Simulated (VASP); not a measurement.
**CaC: single point with PBE**

CaC:

```
CELL_PARAMETERS angstrom
1.70771 -6.93870 0.00000
1.70771 6.93870 0.00000
0.00000 0.00000 2.76296
ATOMIC_POSITIONS crystal
Ca 0.87912 0.12088 0.75000
Ca 0.12088 0.87912 0.25000
C 0.52541 0.47459 0.75000
C 0.47459 0.52541 0.25000
```

```json
{"Program": "VASP 6.6.1", "Task": "single point", "Functional": "PBE", "Potentials or basis": "VASP PAW PBE potentials, release 64 (Ca_sv, C)", "Cutoff": "520 eV", "k mesh": "14 × 14 × 16", "Occupations": "gaussian, width 0.1 eV", "Spin": "no spin polarisation"}
```

| Item | Value |
| --- | --- |
| Pressure | 0.4 GPa |
| Largest force | 0.036 eV/Å |
| Band gap on the k mesh | zero (bands 14 and 15 overlap by 0.73 eV) |

Forces on the atoms (eV/Å):
```
Ca   0.000  0.036  0.000
Ca   0.000 -0.036  0.000
C    0.000 -0.011  0.000
C    0.000  0.011  0.000
```

Stress tensor (GPa, compression positive):
```
0.40 0.00 0.00
0.00 0.36 0.00
0.00 0.00 0.49
```

Levels at points of the mesh, in eV from the Fermi level:
| k point | band 10 | band 11 | band 12 | band 13 | band 14 | band 15 | band 16 | band 17 | band 18 | band 19 |
| --- | --- | --- | --- | --- | --- | --- | --- | --- | --- | --- |
| (0.00, 0.00, 0.00) | -7.01 | -5.62 | -4.83 | -3.16 | -0.36 | 0.33 | 0.79 | 2.65 | 3.12 | 3.55 |
| (0.50, 0.00, 0.00) | -6.62 | -6.06 | -5.59 | -0.84 | -0.17 | -0.16 | 1.18 | 1.26 | 3.52 | 4.52 |
| (0.50, 0.50, 0.00) | -7.12 | -5.61 | -4.83 | -2.04 | -1.82 | 0.43 | 0.61 | 3.18 | 3.33 | 3.73 |
| (0.00, 0.00, 0.50) | -12.64 | -3.52 | -3.52 | -1.67 | -1.67 | 0.54 | 0.54 | 2.77 | 2.77 | 3.66 |
| (0.50, 0.00, 0.50) | -12.50 | -4.19 | -4.19 | -3.34 | -3.34 | 2.29 | 2.29 | 3.07 | 3.07 | 4.34 |
| (0.50, 0.50, 0.50) | -12.64 | -3.52 | -3.52 | -1.66 | -1.66 | 0.46 | 0.46 | 2.50 | 2.50 | 3.50 |

Wall time 14 min on 1 thread of Oxide Virtual Turin-like Processor, with other jobs on the host, peak memory 0.71 GiB.
